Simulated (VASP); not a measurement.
# Ge in VASP: notebook, part 2 of 2

VASP 6.6.1. Earlier steps stand in the parts before.

### 5 Single point, PBE

This run uses another cell than the first one: it holds 2 atoms, not 1.

Input file INCAR:

```
ALGO = Normal
EDIFF = 1E-6
ENCUT = 520
GGA = PE
ISIF = 2
ISMEAR = 0
LASPH = T
LCHARG = F
LREAL = F
LWAVE = F
NBANDS = 21
NELM = 100
PREC = Accurate
SIGMA = 0.1
```

Input file KPOINTS:

```
k-points
0
Gamma
  6 4 4
```

Input file POSCAR:

```
Ge
1.0
    4.2098629241     -0.0656884092     -0.4519245131
   -1.2508286575      3.0225497303      0.5767381818
   -2.1437058038      0.2641723274      3.6708483188
Ge
2
Direct
    0.1035955813      0.3593486371      0.2523335732
    0.4762398230      0.7374817260      0.8719768466
```

Potentials or basis: VASP PAW PBE potentials, release 64 (Ge_d).

Command:

```bash
$ cat potpaw_PBE.64/Ge_d/POTCAR > POTCAR
$ mpirun -np 1 vasp_std > vasp.out
```

OUTCAR:

```text
EDIFF = 1E-6
   ENCUT = 520
   GGA = PE
   ISIF = 2
   ISMEAR = 0
   LASPH = T
   LREAL = F
   NELM = 100
   PREC = Accurate

 ion  position               nearest neighbor table
   1  0.104  0.359  0.252-   2 2.55   2 2.65   2 2.66   2 2.67   2 2.69
   2  0.476  0.737  0.872-   1 2.55   1 2.65   1 2.66   1 2.67   1 2.69

  LATTYP: Found a triclinic cell.
 ALAT       =     3.3215969251
 B/A-ratio  =     1.9127950712
 C/A-ratio  =     1.2599457093
 COS(alpha) =     0.0076719204
 COS(beta)  =     0.3818433665
 COS(gamma) =     0.7880071040

  Lattice vectors:

 A1 = (  -1.2508286575,   3.0225497303,   0.5767381818)
 A2 = (  -3.3945344613,   3.2867220577,   4.2475865006)
 A3 = (   2.9590342666,   2.9568613211,   0.1248136687)

Analysis of symmetry for initial positions (statically):
=====================================================================
 Subroutine PRICEL returns:
 Original cell was already a primitive cell.

 Routine SETGRP: Setting up the symmetry group for a
 triclinic supercell.

 Subroutine GETGRP returns: Found  2 space group operations
 (whereof  1 operations were pure point group operations)
[... 162 lines left out ...]
  free energy    TOTEN  =        -8.64604957 eV

  energy without entropy =       -8.64544797  energy(sigma->0) =       -8.64574877

 E-fermi :   5.2666     XC(G=0): -10.3952

 val. band max:        5.1471883357   @ k =   0.3333   0.2500   0.2500
 cond. band min:       5.3825403574   @ k =   0.5000  -0.0000   0.0000
 fundamental gap:      0.2353520218
 Fermi energy:         5.2666053116

 k-point     1 :       0.0000    0.0000    0.0000
  band No.  band energies     occupation
      1     -19.4603      2.00000
      2     -19.4073      2.00000
      3     -19.3929      2.00000
      4     -19.3241      2.00000
      5     -19.3026      2.00000
      6     -19.2708      2.00000
[... 565 lines left out ...]
     20      16.3658      0.00000
     21      17.0733      0.00000

 [... further k-points ...]

------------------------ aborting loop because EDIFF is reached ----------------------------------------

  FORCE on cell =-STRESS in cart. coord.  units (eV):
  Direction    XX          YY          ZZ          XY          YZ          ZX
  --------------------------------------------------------------------------------------
  -------------------------------------------------------------------------------------
  Total       -0.0585699     -0.0302426     -0.1103777     -0.0132842      0.0182056      0.0023549
  in kB       -2.1788113     -1.1250282     -4.1060685     -0.4941744      0.6772501      0.0876013
  external PRESSURE =      -2.4699693 kB  Pullay stress =       0.0000000 kB

 VOLUME and BASIS-vectors are now :
 -----------------------------------------------------------------------------
  energy-cutoff  :      520.00
  volume of cell :       43.07
      direct lattice vectors                 reciprocal lattice vectors
     4.209862924 -0.065688409 -0.451924513     0.254079334  0.077903806  0.142771171
    -1.250828658  3.022549730  0.576738182     0.002826767  0.336319578 -0.022552436
    -2.143705804  0.264172327  3.670848319     0.030836026 -0.043249322  0.293536684

 POSITION                                       TOTAL-FORCE (eV/Angst)
 -----------------------------------------------------------------------------------
     -0.55429      1.14600      1.08671         0.002254     -0.000765      0.002116
     -0.78682      2.42814      3.41100        -0.002254      0.000765     -0.002116
 -----------------------------------------------------------------------------------
    total drift:                               -0.000083     -0.000037     -0.000020

  FREE ENERGIE OF THE ION-ELECTRON SYSTEM (eV)
  ---------------------------------------------------
  free  energy   TOTEN  =        -8.6460495728 eV

  energy  without entropy=       -8.6454479716  energy(sigma->0) =       -8.64574877
```

Run time: 30 s. Hardware: 1 thread of Intel Xeon Platinum 8488C (Sapphire Rapids), shared host; peak memory 0.19 GiB.

Results:

* Free energy: -8.6460 eV
* Pressure: -0.2 GPa
* Largest force: 0.003 eV/Å
* Band gap on the k mesh: zero (band 14 reaches 7.74 eV, above the bottom of band 15 at 3.98 eV)

Forces in eV/Å, atoms in the order of the input:
```
Ge   0.002 -0.001  0.002
Ge  -0.002  0.001 -0.002
```

Stress tensor (GPa, compression positive):
```
-0.22 -0.05  0.01
-0.05 -0.11  0.07
 0.01  0.07 -0.41
```

Levels at points of the mesh, in eV from the Fermi level:
```tsv
k point	band 11	band 12	band 13	band 14	band 15	band 16	band 17	band 18
(0.00, 0.00, 0.00)	-12.58	-1.39	-1.02	-0.36	1.72	2.34	4.29	6.07
(0.50, 0.00, 0.00)	-10.04	-8.69	-2.51	0.12	2.86	4.07	5.93	6.09
(0.00, 0.50, 0.00)	-9.17	-8.01	-2.10	0.12	1.03	2.25	3.73	4.06
(0.50, 0.50, 0.00)	-8.27	-5.67	-5.08	-3.55	-1.22	1.64	5.95	8.11
(0.00, 0.00, 0.50)	-10.08	-8.76	-2.35	0.37	2.86	4.14	5.97	6.15
(0.50, 0.00, 0.50)	-10.74	-7.62	-2.43	-0.82	0.29	4.86	9.30	9.47
(0.00, 0.50, 0.50)	-8.13	-5.86	-5.06	-3.56	-1.28	1.56	6.07	8.12
(0.50, 0.50, 0.50)	-9.30	-7.97	-1.93	0.28	1.19	2.15	3.83	4.09
```

Caveat: the k points lie up to 0.53 Å⁻¹ apart.

### 6 The runs side by side

| task | cell | k mesh | cutoff (eV) | gap on the mesh (eV) | pressure (GPa) | relaxed volume (Å³/atom) | largest force (eV/Å) |
| --- | --- | --- | --- | --- | --- | --- | --- |
| relaxation of cell and atoms | relaxed from a = 2.956 Å, angles 117.5, 112.3, 99.1°, 1 atom | 24 × 24 × 24 | 600 | none | -0.1 | 19.45 | - |
| single point | a = 3.413, b = 3.808, c = 4.166 Å, angles 117.1, 114.1, 90.0°, 2 atoms | 6 × 6 × 6 | 520 | none | 0.0 | - | 0.02 |
| relaxation of cell and atoms | relaxed from a = 3.322, b = 3.830, c = 4.185 Å, angles 116.3, 112.4, 90.6°, 2 atoms | 6 × 6 × 6 | 600 | none | 0.1 | 21.43 | 0.04 |
| single point | a = 4.235, b = 3.322, c = 4.259 Å, angles 66.7, 126.4, 114.0°, 2 atoms | 6 × 4 × 4 | 520 | none | -0.2 | - | - |

Alike in all rows: level PBE; potentials or basis VASP PAW PBE potentials, release 64 (Ge_d); no spin polarisation; smearing gaussian 0.1 eV.

Caveats: some runs use coarse meshes.

Absolute energies hang on the potentials; compare differences alone.
